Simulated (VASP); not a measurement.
A run of VASP 6.6.1 is set up as follows.

The input POSCAR:

```
SnTe
1.0
    0.0000000000      3.2323272830      3.2323272830
    3.2323272830      0.0000000000      3.2323272830
    3.2323272830      3.2323272830      0.0000000000
Sn Te
1 1
Direct
    0.5000000000      0.5000000000      0.5000000000
    0.0000000000      0.0000000000      0.0000000000
```

INCAR.step1

```
  PREC = Accurate
  ENCUT = 520
  ISMEAR = 0
  SIGMA = 0.05
  LREAL = False
  LASPH = True
  NELM = 100
  NBANDS = 17
  GGA = PE
  ALGO = Normal
  EDIFF = 1E-4
  LWAVE = True
  LCHARG = False
```

Contents of INCAR.step2:

```
  PREC = Accurate
  ENCUT = 520
  EDIFF = 1E-6
  ISMEAR = 0
  SIGMA = 0.05
  LREAL = False
  LASPH = True
  NELM = 100
  ALGO = Normal
  ISIF = 2
  LWAVE = False
  LCHARG = True
  METAGGA = R2SCAN
  LMIXTAU = True
  LELF = True
  LVHAR = True
  NBANDS = 17
  ISTART = 1
```

File KPOINTS:

```
regular mesh
0
Gamma
  6 6 6
```

Potentials or basis: VASP PAW PBE potentials, release 64 (Sn_d, Te).

Run with:

```bash
$ cat potpaw_PBE.64/Sn_d/POTCAR potpaw_PBE.64/Te/POTCAR > POTCAR
$ cp INCAR.step1 INCAR
$ mpirun -np 1 vasp_std > vasp.out
$ cp INCAR.step2 INCAR
$ mpirun -np 1 vasp_std > vasp.out
```

Q: Estimate the band gap on the k mesh.

A: 0.26 eV, direct.

Q: What does it give for the pressure?

A: -1.7 GPa.

Caveat: the PAW data sets were made with another functional, which shifts forces and pressure a little; spin-orbit coupling is left out, which moves the levels of the heavy elements. A k mesh can miss the band edges.
